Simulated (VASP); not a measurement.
# NaCl (R3m) in VASP: a series of runs

The runs below take NaCl through single point, with LDA.

All numbers are computed with VASP 6.6.1; they aren't measurements. Logs are shortened: lines on timing, memory, paths and dates and some standing lists are left out, and cuts for length are marked.

### 1 The cell of the first run

The structure is trigonal, space group R3m (No. 160). Conventional cell: a = 4.953 Å, b = 4.953 Å, c = 6.066 Å, α = 90.00°, β = 90.00°, γ = 120.00°. Na (site symmetry 3m) has 8 Cl at 2.83 to 3.23 Å and 6 Na at 3.50 Å within 3.7 Å. Within 3.7 Å of Cl (site symmetry 3m) lie 8 Na at 2.83 to 3.23 Å and 6 Cl at 3.50 Å.

### 2 Single point, LDA

Input file INCAR:

```
PREC = Accurate
ENCUT = 520
EDIFF = 1E-7
ISMEAR = 0
SIGMA = 0.05
LREAL = False
LASPH = True
NELM = 60
ALGO = Normal
ISIF = 2
LWAVE = False
LCHARG = True
LELF = True
LVHAR = True
NBANDS = 14
```

Input file KPOINTS:

```
regular mesh
0
Gamma
  6 6 6
```

Input file POSCAR:

```
NaCl
1.0
    3.5021900000      0.0000000000      0.0000000000
    0.0000000000      3.5021900000      0.0000000000
    0.0000000000      0.0000000000      3.5021900000
Na Cl
1 1
Direct
    0.0000000000      0.0000000000      0.0000000000
    0.5329708136      0.5329708136      0.5329708136
```

Potentials or basis: VASP PAW LDA potentials, release 64 (Na_pv, Cl).

Started as:

```console
$ cat potpaw_LDA.64/Na_pv/POTCAR potpaw_LDA.64/Cl/POTCAR > POTCAR
$ mpirun -np 1 vasp_std > vasp.out
```

OUTCAR:

```text
PREC = Accurate
   ENCUT = 520
   EDIFF = 1E-7
   ISMEAR = 0
   LREAL = False
   LASPH = True
   NELM = 60
   ISIF = 2

 ion  position               nearest neighbor table
   1  0.000  0.000  0.000-
   2  0.533  0.533  0.533-

  LATTYP: Found a simple cubic cell.
 ALAT       =     3.5021900000

  Lattice vectors:

 A1 = (   3.5021900000,   0.0000000000,   0.0000000000)
 A2 = (   0.0000000000,   3.5021900000,   0.0000000000)
 A3 = (   0.0000000000,   0.0000000000,   3.5021900000)

Analysis of symmetry for initial positions (statically):
=====================================================================
 Subroutine PRICEL returns:
 Original cell was already a primitive cell.

 Routine SETGRP: Setting up the symmetry group for a
 simple cubic supercell.

 Subroutine GETGRP returns: Found  6 space group operations
 (whereof  6 operations were pure point group operations)
 out of a pool of 48 trial point group operations.

The static configuration has the point symmetry C_3v.

Analysis of symmetry for dynamics (positions and initial velocities):
=====================================================================
 Subroutine PRICEL returns:
 Original cell was already a primitive cell.

 Routine SETGRP: Setting up the symmetry group for a
 simple cubic supercell.

 Subroutine GETGRP returns: Found  6 space group operations
 (whereof  6 operations were pure point group operations)
 out of a pool of 48 trial point group operations.

The dynamic configuration has the point symmetry C_3v.

 Subroutine INISYM returns: Found  6 space group operations
 (whereof  6 operations are pure point group operations),
 and found     1 'primitive' translations

----------------------------------------------------------------------------------------

                                     Primitive cell

  volume of cell :      42.9555

  direct lattice vectors                    reciprocal lattice vectors
     3.502190000  0.000000000  0.000000000     0.285535622  0.000000000  0.000000000
     0.000000000  3.502190000  0.000000000     0.000000000  0.285535622  0.000000000
     0.000000000  0.000000000  3.502190000     0.000000000  0.000000000  0.285535622

  length of vectors
     3.502190000  3.502190000  3.502190000     0.285535622  0.285535622  0.285535622

  position of ions in fractional coordinates (direct lattice)
     0.000000000  0.000000000  0.000000000
     0.532970814  0.532970814  0.532970814

  ion indices of the primitive-cell ions
   primitive index   ion index
                 1           1
                 2           2

----------------------------------------------------------------------------------------

 KPOINTS: regular mesh

Automatic generation of k-mesh.
 Grid dimensions read from file:
 generate k-points for:    6    6    6

 Generating k-lattice:

  Cartesian coordinates                     Fractional coordinates (reciprocal lattice)
     0.047589270  0.000000000  0.000000000     0.166666667  0.000000000  0.000000000
     0.000000000  0.047589270  0.000000000     0.000000000  0.166666667  0.000000000
     0.000000000  0.000000000  0.047589270     0.000000000  0.000000000  0.166666667

  Length of vectors
     0.047589270  0.047589270  0.047589270

  Shift w.r.t. Gamma in fractional coordinates (k-lattice)
     0.000000000  0.000000000  0.000000000

 Subroutine IBZKPT returns following result:
 ===========================================

 Found     32 irreducible k-points:

 Following reciprocal coordinates:
            Coordinates               Weight
  0.000000  0.000000  0.000000      1.000000
  0.166667  0.000000  0.000000      6.000000
  0.333333  0.000000  0.000000      6.000000
  0.500000  0.000000  0.000000      3.000000
  0.166667  0.166667  0.000000      6.000000
 -0.166667  0.166667  0.000000      6.000000
[... 16 lines left out ...]
 -0.166667  0.333333  0.333333      6.000000
  0.500000  0.333333  0.166667     12.000000
 [... further k-points ...]
   k-points           NKPTS =     32   k-points in BZ     NKDIM =     32   number of bands    NBANDS=     14
   number of dos      NEDOS =    301   number of ions     NIONS =      2
   total plane-waves  NPLWV =  21952
   dimension x,y,z NGX =    28 NGY =   28 NGZ =   28
   dimension x,y,z NGXF=    56 NGYF=   56 NGZF=   56
   ions per type =               1   1
   NGX,Y,Z   is equivalent  to a cutoff of  13.29, 13.29, 13.29 a.u.
   NGXF,Y,Z  is equivalent  to a cutoff of  26.58, 26.58, 26.58 a.u.
 SYSTEM =  unknown system
   PREC   = accura    normal or accurate (medium, high low for compatibility)
   ISTART =      0    job   : 0-new  1-cont  2-samecut
   ICHARG =      2    charge: 1-file 2-atom 10-const
   ISPIN  =      1    spin polarized calculation?
   LNONCOLLINEAR =      F non collinear calculations
   LSORBIT =      F    spin-orbit coupling
   LASPH  =      T    aspherical Exc in radial PAW
   ENCUT  =  520.0 eV  38.22 Ry    6.18 a.u.   6.51  6.51  6.51*2*pi/ulx,y,z
   NELM   =     60;   NELMIN=  2; NELMDL= -5     # of ELM steps
   EDIFF  = 0.1E-06   stopping-criterion for ELM
   LREAL  =      F    real-space projection
   EDIFFG = 0.1E-05   stopping-criterion for IOM
   NSW    =      0    number of steps for IOM
   IBRION =     -1    ionic relax: 0-MD 1-quasi-New 2-CG
   NFREE  =      0    steps in history (QN), initial steepest desc. (CG)
   ISIF   =      2    stress and relaxation
   ISYM   =      2    0-nonsym 1-usesym 2-fastsym
   POTIM  = 0.5000    time-step for ionic-motion
   TEBEG  =    0.0;   TEEND  =   0.0 temperature during run
   PSTRESS=    0.0 pullay stress
   NELECT =      14.0000    total number of electrons
   NUPDOWN=      -1.0000    fix difference up-down
   EMIN   =  10.00;   EMAX   =-10.00  energy-range for DOS
   EFERMI =   0.00;   METHOD = LEGACY
   ISMEAR =     0;   SIGMA  =   0.05  broadening in eV -4-tet -1-fermi 0-gaus
   EFERMI_NEDOS =   21; number of points for ismear=-14 and -15
   IALGO  =     38    algorithm
   IMIX   =      4    mixing-type and parameters
     AMIX     =   0.40;   BMIX     =  1.00
     AMIX_MAG =   1.60;   BMIX_MAG =  1.00
  volume/ion in A,a.u.               =      21.48       144.94
  Fermi-wavevector in a.u.,A,eV,Ry     =   1.126621  2.129005 17.269530  1.269275
  Thomas-Fermi vector in A             =   2.263304
   LORBIT       =      0    0 simple, 1 ext, 2 COOP (PROOUT), +10 PAW based schemes
   GGA     = CA    functional components
   LHFCALC =     F    Hartree Fock is set to
   AEXX    =    0.0000 exact exchange contribution
   IVDW    =     0    specifies the selected vdW correction
   LEPSILON=     F    determine dielectric tensor
   LRPA    =     F    only Hartree local field effects (RPA)
 non-spin polarized calculation
 Gauss-broadening in eV      SIGMA  =   0.05
  energy-cutoff  :      520.00
  volume of cell :       42.96
 maximum number of plane-waves:      1189
 NGX is ok and might be reduce to    28
   NGX = 13   NGY = 13   NGZ = 13

 number of electron      13.9999993 magnetization

 Free energy of the ion-electron system (eV)
  ---------------------------------------------------
  ext. energy  EPLUGINS =         0.00000000
  ---------------------------------------------------
  free energy    TOTEN  =        -7.06866239 eV

  energy without entropy =       -7.06866239  energy(sigma->0) =       -7.06866239

 E-fermi :   0.5158     XC(G=0):  -8.9462

 val. band max:        0.1979725912   @ k =   0.5000   0.5000   0.0000
 cond. band min:       3.8259330598   @ k =   0.0000   0.0000   0.0000
 fundamental gap:      3.6279604686
 Fermi energy:         0.5157632686

 k-point     1 :       0.0000    0.0000    0.0000
  band No.  band energies     occupation
      1     -21.7705      2.00000
      2     -21.7698      2.00000
      3     -21.7698      2.00000
      4     -13.1087      2.00000
      5      -0.3092      2.00000
      6      -0.3068      2.00000
      7      -0.3068      2.00000
      8       3.8259      0.00000
      9       8.5015      0.00000
     10       8.5015      0.00000
     11      15.4122      0.00000
     12      15.4122      0.00000
     13      15.5798      0.00000
     14      16.0577      0.00000

 k-point     2 :       0.1667    0.0000    0.0000
  band No.  band energies     occupation
      1     -21.7811      2.00000
      2     -21.7692      2.00000
      3     -21.7689      2.00000
      4     -13.0210      2.00000
      5      -1.1395      2.00000
      6      -0.2507      2.00000
      7      -0.2475      2.00000
      8       4.5717      0.00000
      9       8.8041      0.00000
     10       9.0285      0.00000
     11      13.7942      0.00000
     12      13.8602      0.00000
     13      14.9382      0.00000
     14      16.2693      0.00000

 k-point     3 :       0.3333    0.0000    0.0000
  band No.  band energies     occupation
      1     -21.8029      2.00000
      2     -21.7672      2.00000
      3     -21.7669      2.00000
      4     -12.8349      2.00000
      5      -2.3476      2.00000
      6      -0.1304      2.00000
      7      -0.1237      2.00000
      8       5.8554      0.00000
      9       9.1449      0.00000
     10       9.6568      0.00000
     11      12.3043      0.00000
     12      12.4204      0.00000
     13      14.3037      0.00000
     14      15.7778      0.00000
[... 324 lines left out ...]
 k-point    23 :      -0.1667    0.3333    0.3333
  band No.  band energies     occupation
      1     -21.7966      2.00000
      2     -21.7941      2.00000
      3     -21.7736      2.00000
      4     -12.5450      2.00000
      5      -1.8772      2.00000
      6      -1.6678      2.00000
      7      -0.5346      2.00000
      8       6.6721      0.00000
      9       8.7392      0.00000
     10       9.5762      0.00000
     11      11.3939      0.00000
     12      12.9236      0.00000
     13      13.4605      0.00000
     14      16.7819      0.00000

 k-point    24 :       0.5000    0.3333    0.1667
  band No.  band energies     occupation
      1     -21.8050      2.00000
      2     -21.7934      2.00000
      3     -21.7726      2.00000
      4     -12.4670      2.00000
      5      -2.2152      2.00000
      6      -1.6070      2.00000
      7      -0.4435      2.00000
      8       6.3275      0.00000
      9       9.0105      0.00000
     10       9.0969      0.00000
     11      11.4201      0.00000
     12      13.4199      0.00000
     13      13.8179      0.00000
     14      15.9209      0.00000

 [... further k-points ...]
[... 5 lines left out ...]
  --------------------------------------------------------------------------------------
  -------------------------------------------------------------------------------------
  Total       -0.7571501     -0.7571501     -0.7571501      0.0485331      0.0485331      0.0485331
  in kB      -28.2405697    -28.2405697    -28.2405697      1.8102128      1.8102128      1.8102128
  external PRESSURE =     -28.2405697 kB  Pullay stress =       0.0000000 kB

 VOLUME and BASIS-vectors are now :
 -----------------------------------------------------------------------------
  energy-cutoff  :      520.00
  volume of cell :       42.96
      direct lattice vectors                 reciprocal lattice vectors
     3.502190000  0.000000000  0.000000000     0.285535622  0.000000000  0.000000000
     0.000000000  3.502190000  0.000000000     0.000000000  0.285535622  0.000000000
     0.000000000  0.000000000  3.502190000     0.000000000  0.000000000  0.285535622

 POSITION                                       TOTAL-FORCE (eV/Angst)
 -----------------------------------------------------------------------------------
      0.00000      0.00000      0.00000         0.024508      0.024508      0.024508
      1.86657      1.86657      1.86657        -0.024508     -0.024508     -0.024508
 -----------------------------------------------------------------------------------
    total drift:                               -0.000155     -0.000155     -0.000155

  FREE ENERGIE OF THE ION-ELECTRON SYSTEM (eV)
  ---------------------------------------------------
  free  energy   TOTEN  =        -7.0686623942 eV

  energy  without entropy=       -7.0686623942  energy(sigma->0) =       -7.06866239
```

It took 24 s on 1 thread of Intel Xeon 6975P-C, shared host; peak memory 0.14 GiB.

Results:

| Property | Result |
| --- | --- |
| Free energy | -7.0687 eV |
| Pressure | -2.8 GPa |
| Largest force | 0.042 eV/Å |
| Band gap on the k mesh | 3.63 eV, indirect (least direct gap 4.13 eV) |

Forces on the atoms (eV/Å):
```
Na   0.025  0.025  0.025
Cl  -0.025 -0.025 -0.025
```

Caveat: the cell differs from its parent crystal (all Cl atoms moved -0.200 Å, as atom 2 towards its neighbour atom 1 (Na) at 3.033 Å).

(Part 1 of 2 ends here.)
